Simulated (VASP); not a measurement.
# MoS2 (P6_3/mmc) in VASP: notebook

The runs below take MoS2 through single point, with LDA.

Everything below comes from runs of VASP 6.6.1. Logs are shortened: lines on timing, memory, paths and dates and some standing lists are left out, and cuts for length are marked.

## Step 1: The cell of the first run

It takes space group P6_3/mmc (No. 194, hexagonal). The conventional cell has a = 3.203 Å, b = 3.203 Å, c = 12.457 Å, α = 90.00°, β = 90.00°, γ = 120.00°. Mo (site symmetry -6m2) has 6 S at 2.40 Å and 6 Mo at 3.20 Å within 3.3 Å. Within 3.3 Å of S (site symmetry 3m) lie 3 Mo at 2.40 Å and 7 S at 3.05 to 3.20 Å.

## Step 2: Single point, LDA (18.44 Å³/atom)

The input, INCAR:

```
SYSTEM = MoS2
  PREC = Accurate
  ENCUT = 520
  EDIFF = 1E-6
  ISMEAR = -1
  SIGMA = 0.03
  LREAL = .False.
  LASPH = .True.
  NELM = 100
  ALGO = Normal
  ISIF = 2
  LWAVE = .False.
  LCHARG = .False.
  NBANDS = 35
```

The input, KPOINTS:

```
regular mesh
0
Gamma
  10 10 3
  0 0 0
```

The input, POSCAR:

```
MoS2
1.0
    3.2025984982      0.0000000000      0.0000000000
   -1.6012992491      2.7735316575      0.0000000000
    0.0000000000      0.0000000000     12.4567948700
Mo S
2 4
Direct
    0.3333333333      0.6666666667      0.2500000000
    0.6666666667      0.3333333333      0.7500000000
    0.3333333333      0.6666666667      0.6275000000
    0.6666666667      0.3333333333      0.1275000000
    0.3333333333      0.6666666667      0.8725000000
    0.6666666667      0.3333333333      0.3725000000
```

Potentials or basis: VASP PAW LDA potentials, release 64 (Mo_sv, S).

On the command line:

```bash
cat potpaw_LDA.64/Mo_sv/POTCAR potpaw_LDA.64/S/POTCAR > POTCAR
mpirun -np 1 vasp_std > vasp.out
```

OUTCAR:

```text
SYSTEM = MoS2
   PREC = Accurate
   ENCUT = 520
   EDIFF = 1E-6
   ISMEAR = -1
   LREAL = .False.
   LASPH = .True.
   NELM = 100
   ISIF = 2

 ion  position               nearest neighbor table
   1  0.333  0.667  0.250-   4 2.40   6 2.40   4 2.40   6 2.40   4 2.40   6 2.40
   2  0.667  0.333  0.750-   3 2.40   5 2.40   3 2.40   5 2.40   3 2.40   5 2.40
   3  0.333  0.667  0.627-   2 2.40   2 2.40   2 2.40
   4  0.667  0.333  0.127-   1 2.40   1 2.40   1 2.40
   5  0.333  0.667  0.873-   2 2.40   2 2.40   2 2.40
   6  0.667  0.333  0.373-   1 2.40   1 2.40   1 2.40

  LATTYP: Found a hexagonal cell.
 ALAT       =     3.2025984982
 C/A-ratio  =     3.8895899305

  Lattice vectors:

 A1 = (   3.2025984982,   0.0000000000,   0.0000000000)
 A2 = (  -1.6012992491,   2.7735316575,   0.0000000000)
 A3 = (   0.0000000000,   0.0000000000,  12.4567948700)

Analysis of symmetry for initial positions (statically):
=====================================================================
 Subroutine PRICEL returns:
 Original cell was already a primitive cell.

 Routine SETGRP: Setting up the symmetry group for a
 hexagonal supercell.

 Subroutine GETGRP returns: Found 24 space group operations
 (whereof 12 operations were pure point group operations)
 out of a pool of 24 trial point group operations.

The static configuration has the point symmetry D_3d.
 The point group associated with its full space group is D_6h.

Analysis of symmetry for dynamics (positions and initial velocities):
=====================================================================
 Subroutine PRICEL returns:
 Original cell was already a primitive cell.

 Routine SETGRP: Setting up the symmetry group for a
 hexagonal supercell.

 Subroutine GETGRP returns: Found 24 space group operations
 (whereof 12 operations were pure point group operations)
 out of a pool of 24 trial point group operations.

The dynamic configuration has the point symmetry D_3d.
 The point group associated with its full space group is D_6h.

 Subroutine INISYM returns: Found 24 space group operations
 (whereof 12 operations are pure point group operations),
 and found     1 'primitive' translations

----------------------------------------------------------------------------------------

                                     Primitive cell

  volume of cell :     110.6476

  direct lattice vectors                    reciprocal lattice vectors
     3.202598498  0.000000000  0.000000000     0.312246446  0.180275570  0.000000000
    -1.601299249  2.773531657  0.000000000     0.000000000  0.360551140  0.000000000
     0.000000000  0.000000000 12.456794870     0.000000000  0.000000000  0.080277472

  length of vectors
     3.202598498  3.202598498 12.456794870     0.360551140  0.360551140  0.080277472

  position of ions in fractional coordinates (direct lattice)
     0.333333333  0.666666667  0.250000000
     0.666666667  0.333333333  0.750000000
     0.333333333  0.666666667  0.627500000
     0.666666667  0.333333333  0.127500000
     0.333333333  0.666666667  0.872500000
     0.666666667  0.333333333  0.372500000

  ion indices of the primitive-cell ions
   primitive index   ion index
                 1           1
                 2           2
                 3           3
                 4           4
                 5           5
                 6           6

----------------------------------------------------------------------------------------

 KPOINTS: regular mesh

Automatic generation of k-mesh.
 Grid dimensions read from file:
 generate k-points for:   10   10    3

 Generating k-lattice:

  Cartesian coordinates                     Fractional coordinates (reciprocal lattice)
     0.031224645  0.018027557  0.000000000     0.100000000  0.000000000  0.000000000
     0.000000000  0.036055114  0.000000000     0.000000000  0.100000000  0.000000000
     0.000000000  0.000000000  0.026759157     0.000000000  0.000000000  0.333333333

  Length of vectors
     0.036055114  0.036055114  0.026759157

  Shift w.r.t. Gamma in fractional coordinates (k-lattice)
     0.000000000  0.000000000  0.000000000

 Subroutine IBZKPT returns following result:
 ===========================================

 Found     28 irreducible k-points:

 Following reciprocal coordinates:
            Coordinates               Weight
  0.000000  0.000000  0.000000      1.000000
  0.100000  0.000000  0.000000      6.000000
  0.200000  0.000000  0.000000      6.000000
  0.300000 -0.000000  0.000000      6.000000
  0.400000  0.000000  0.000000      6.000000
  0.500000  0.000000  0.000000      3.000000
[... 16 lines left out ...]
  0.300000  0.100000  0.333333     24.000000
  0.400000  0.100000  0.333333     24.000000
 [... further k-points ...]
   k-points           NKPTS =     28   k-points in BZ     NKDIM =     28   number of bands    NBANDS=     35
   number of dos      NEDOS =    301   number of ions     NIONS =      6
   total plane-waves  NPLWV =  55296
   dimension x,y,z NGX =    24 NGY =   24 NGZ =   96
   dimension x,y,z NGXF=    48 NGYF=   48 NGZF=  192
   ions per type =               2   4
   NGX,Y,Z   is equivalent  to a cutoff of  12.46, 12.46, 12.81 a.u.
   NGXF,Y,Z  is equivalent  to a cutoff of  24.92, 24.92, 25.62 a.u.
 SYSTEM =  MoS2
   PREC   = accura    normal or accurate (medium, high low for compatibility)
   ISTART =      0    job   : 0-new  1-cont  2-samecut
   ICHARG =      2    charge: 1-file 2-atom 10-const
   ISPIN  =      1    spin polarized calculation?
   LNONCOLLINEAR =      F non collinear calculations
   LSORBIT =      F    spin-orbit coupling
   LASPH  =      T    aspherical Exc in radial PAW
   ENCUT  =  520.0 eV  38.22 Ry    6.18 a.u.   5.95  5.95 23.16*2*pi/ulx,y,z
   NELM   =    100;   NELMIN=  2; NELMDL= -5     # of ELM steps
   EDIFF  = 0.1E-05   stopping-criterion for ELM
   LREAL  =      F    real-space projection
   EDIFFG = 0.1E-04   stopping-criterion for IOM
   NSW    =      0    number of steps for IOM
   IBRION =     -1    ionic relax: 0-MD 1-quasi-New 2-CG
   NFREE  =      0    steps in history (QN), initial steepest desc. (CG)
   ISIF   =      2    stress and relaxation
   ISYM   =      2    0-nonsym 1-usesym 2-fastsym
   POTIM  = 0.5000    time-step for ionic-motion
   TEBEG  =    0.0;   TEEND  =   0.0 temperature during run
   PSTRESS=    0.0 pullay stress
   NELECT =      52.0000    total number of electrons
   NUPDOWN=      -1.0000    fix difference up-down
   EMIN   =  10.00;   EMAX   =-10.00  energy-range for DOS
   EFERMI =   0.00;   METHOD = LEGACY
   ISMEAR =    -1;   SIGMA  =   0.03  broadening in eV -4-tet -1-fermi 0-gaus
   EFERMI_NEDOS =   21; number of points for ismear=-14 and -15
   IALGO  =     38    algorithm
   IMIX   =      4    mixing-type and parameters
     AMIX     =   0.40;   BMIX     =  1.00
     AMIX_MAG =   1.60;   BMIX_MAG =  1.00
  volume/ion in A,a.u.               =      18.44       124.45
  Fermi-wavevector in a.u.,A,eV,Ry     =   1.272805  2.405253 22.041891  1.620033
  Thomas-Fermi vector in A             =   2.405663
   LORBIT       =      0    0 simple, 1 ext, 2 COOP (PROOUT), +10 PAW based schemes
   GGA     = CA    functional components
   LHFCALC =     F    Hartree Fock is set to
   AEXX    =    0.0000 exact exchange contribution
   IVDW    =     0    specifies the selected vdW correction
   LEPSILON=     F    determine dielectric tensor
   LRPA    =     F    only Hartree local field effects (RPA)
 non-spin polarized calculation
  energy-cutoff  :      520.00
  volume of cell :      110.65
 maximum number of plane-waves:      3012
 NGX is ok and might be reduce to    24
   NGX = 11   NGY = 11   NGZ = 47

 number of electron      51.9999997 magnetization

 Free energy of the ion-electron system (eV)
  ---------------------------------------------------
  ext. energy  EPLUGINS =         0.00000000
  ---------------------------------------------------
  free energy    TOTEN  =       -48.82201396 eV

  energy without entropy =      -48.82201393  energy(sigma->0) =      -48.82201394

 E-fermi :   7.4325     XC(G=0): -10.9045

 val. band max:        7.0598262299   @ k =   0.0000   0.0000   0.0000
 cond. band min:       7.8954533144   @ k =   0.3000   0.3000   0.0000
 fundamental gap:      0.8356270845
 Fermi energy:         7.4325259429

 k-point     1 :       0.0000    0.0000    0.0000
  band No.  band energies     occupation
      1     -54.2364      2.00000
      2     -54.2364      2.00000
      3     -28.5733      2.00000
      4     -28.5732      2.00000
      5     -28.3845      2.00000
      6     -28.3845      2.00000
[... 27 lines left out ...]
     34       9.4108      0.00000
     35      12.1626      0.00000

 k-point     2 :       0.1000    0.0000    0.0000
  band No.  band energies     occupation
      1     -54.2330      2.00000
      2     -54.2330      2.00000
      3     -28.5663      2.00000
      4     -28.5663      2.00000
      5     -28.4202      2.00000
      6     -28.4202      2.00000
[... 27 lines left out ...]
     34       9.2796      0.00000
     35      12.8359      0.00000

 k-point     3 :       0.2000    0.0000    0.0000
  band No.  band energies     occupation
      1     -54.2239      2.00000
      2     -54.2239      2.00000
      3     -28.5480      2.00000
      4     -28.5480      2.00000
      5     -28.5127      2.00000
      6     -28.5127      2.00000
[... 27 lines left out ...]
     34       9.8692      0.00000
     35      13.9818      0.00000

 k-point     4 :       0.3000   -0.0000    0.0000
  band No.  band energies     occupation
      1     -54.2127      2.00000
      2     -54.2127      2.00000
      3     -28.6251      2.00000
      4     -28.6251      2.00000
      5     -28.5253      2.00000
      6     -28.5253      2.00000
[... 27 lines left out ...]
     34      10.4127      0.00000
     35      13.9355      0.00000

 k-point     5 :       0.4000    0.0000    0.0000
  band No.  band energies     occupation
      1     -54.2037      2.00000
      2     -54.2036      2.00000
      3     -28.7146      2.00000
      4     -28.7146      2.00000
      5     -28.5069      2.00000
      6     -28.5069      2.00000
[... 638 lines left out ...]
 k-point    22 :       0.2000    0.1000    0.3333
  band No.  band energies     occupation
      1     -54.2166      2.00000
      2     -54.2166      2.00000
      3     -28.5779      2.00000
      4     -28.5779      2.00000
      5     -28.5332      2.00000
      6     -28.5332      2.00000
[... 27 lines left out ...]
     34      10.4108      0.00000
     35      14.6281      0.00000

 k-point    23 :       0.3000    0.1000    0.3333
  band No.  band energies     occupation
      1     -54.2065      2.00000
      2     -54.2065      2.00000
      3     -28.6722      2.00000
      4     -28.6722      2.00000
      5     -28.5126      2.00000
      6     -28.5126      2.00000
[... 27 lines left out ...]
     34      10.7504      0.00000
     35      13.6413      0.00000

 k-point    24 :       0.4000    0.1000    0.3333
  band No.  band energies     occupation
      1     -54.2002      2.00000
      2     -54.2002      2.00000
      3     -28.7298      2.00000
      4     -28.7298      2.00000
      5     -28.4998      2.00000
      6     -28.4998      2.00000
[... 27 lines left out ...]
     34      10.6725      0.00000
     35      12.6575      0.00000

 [... further k-points ...]

------------------------ aborting loop because EDIFF is reached ----------------------------------------

  FORCE on cell =-STRESS in cart. coord.  units (eV):
  Direction    XX          YY          ZZ          XY          YZ          ZX
  --------------------------------------------------------------------------------------
  -------------------------------------------------------------------------------------
  Total       -4.6287129     -4.6287129     -0.4994715      0.0000000     -0.0000000      0.0000000
  in kB      -67.0237756    -67.0237756     -7.2323481      0.0000000     -0.0000000      0.0000000
  external PRESSURE =     -47.0932998 kB  Pullay stress =       0.0000000 kB

 VOLUME and BASIS-vectors are now :
 -----------------------------------------------------------------------------
  energy-cutoff  :      520.00
  volume of cell :      110.65
      direct lattice vectors                 reciprocal lattice vectors
     3.202598498  0.000000000  0.000000000     0.312246446  0.180275570  0.000000000
    -1.601299249  2.773531657  0.000000000     0.000000000  0.360551140  0.000000000
     0.000000000  0.000000000 12.456794870     0.000000000  0.000000000  0.080277472

 POSITION                                       TOTAL-FORCE (eV/Angst)
 -----------------------------------------------------------------------------------
     -0.00000      1.84902      3.11420        -0.000000     -0.000000      0.000000
      1.60130      0.92451      9.34260         0.000000     -0.000000      0.000000
     -0.00000      1.84902      7.81664         0.000000     -0.000000     -0.079263
      1.60130      0.92451      1.58824        -0.000000     -0.000000     -0.079263
     -0.00000      1.84902     10.86855         0.000000      0.000000      0.079263
      1.60130      0.92451      4.64016         0.000000      0.000000      0.079263
 -----------------------------------------------------------------------------------
    total drift:                                0.000000     -0.000000      0.000000

  FREE ENERGIE OF THE ION-ELECTRON SYSTEM (eV)
  ---------------------------------------------------
  free  energy   TOTEN  =       -48.8220139575 eV

  energy  without entropy=      -48.8220139318  energy(sigma->0) =      -48.82201394
```

Wall time 2.1 min (1 thread of Intel Xeon 8259CL, shared host); peak memory 0.24 GiB.

What came out:

- Free energy: -48.8220 eV
- Pressure: -4.7 GPa
- Largest force: 0.079 eV/Å
- Band gap on the k mesh: 0.84 eV (least direct gap 1.78 eV)

Forces on the atoms (eV/Å):
```
Mo   0.000  0.000  0.000
Mo   0.000  0.000  0.000
S    0.000  0.000 -0.079
S    0.000  0.000 -0.079
S    0.000  0.000  0.079
S    0.000  0.000  0.079
```

Levels at points of the mesh, in eV from the valence-band top:
| k point | band 23 | band 24 | band 25 | band 26 | band 27 | band 28 | band 29 | band 30 |
| --- | --- | --- | --- | --- | --- | --- | --- | --- |
| (0.00, 0.00, 0.00) | -2.44 | -1.26 | -1.06 | 0.00 | 1.92 | 1.92 | 1.94 | 1.94 |
| (0.50, 0.00, 0.00) | -1.96 | -1.82 | -1.49 | -1.36 | 1.33 | 1.37 | 1.79 | 1.98 |

Caveat: the cell stands under tension; an odd mesh through Γ misses points on the zone boundary, where band edges can lie.

## Step 3: Single point, LDA (18.80 Å³/atom)

This run uses another cell than the first one, of 18.80 Å³/atom.

The input, INCAR:

```
ALGO = Normal ; EDIFF = 1E-6
ENCUT = 520 ; GGA = CA
ISIF = 2 ; ISMEAR = -1
LASPH = True ; LCHARG = False
LREAL = False ; LWAVE = False
NBANDS = 35 ; NELM = 60
PREC = Accurate ; SIGMA = 0.03
```

The input, KPOINTS:

```
k-points
0
Gamma
  10 10 3
```

POSCAR, as its differences from that of step 2:

```diff
@@ -2,5 +2,5 @@
 1.0
-    3.2025984982      0.0000000000      0.0000000000
-   -1.6012992491      2.7735316575      0.0000000000
-    0.0000000000      0.0000000000     12.4567948700
+    3.2229977647      0.0000000000      0.0000000000
+   -1.6114988823      2.7911979406      0.0000000000
+    0.0000000000      0.0000000000     12.5361396517
 Mo S
```

Potentials or basis: VASP PAW LDA potentials, release 64 (Mo_sv, S).

On the command line:

```bash
cat potpaw_LDA.64/Mo_sv/POTCAR potpaw_LDA.64/S/POTCAR > POTCAR
mpirun -np 1 vasp_std > vasp.out
```

Wall time 2.2 min (1 thread of Intel Xeon 8259CL, shared host); peak memory 0.24 GiB.

It converged, with:

| Quantity | Value |
| --- | --- |
| Free energy | -48.7438 eV |
| Pressure | -7.2 GPa |
| Largest force | 0.226 eV/Å |
| Band gap on the k mesh | 0.83 eV (least direct gap 1.73 eV) |

Forces on the atoms (eV/Å):
```
Mo   0.000  0.000  0.000
Mo   0.000  0.000  0.000
S    0.000  0.000  0.226
S    0.000  0.000  0.226
S    0.000  0.000 -0.226
S    0.000  0.000 -0.226
```

Stress tensor (GPa, compression positive):
```
-9.06  0.00  0.00
 0.00 -9.06  0.00
 0.00  0.00 -3.48
```

Levels at points of the mesh, in eV from the valence-band top:
```csv
k point,band 23,band 24,band 25,band 26,band 27,band 28,band 29,band 30
"(0.00, 0.00, 0.00)",-2.38,-1.24,-1.00,0.00,1.90,1.90,1.92,1.92
"(0.50, 0.00, 0.00)",-1.93,-1.79,-1.44,-1.32,1.30,1.34,1.76,1.93
```

Caveat: the cell stands under tension; an odd mesh through Γ misses points on the zone boundary, where band edges can lie.
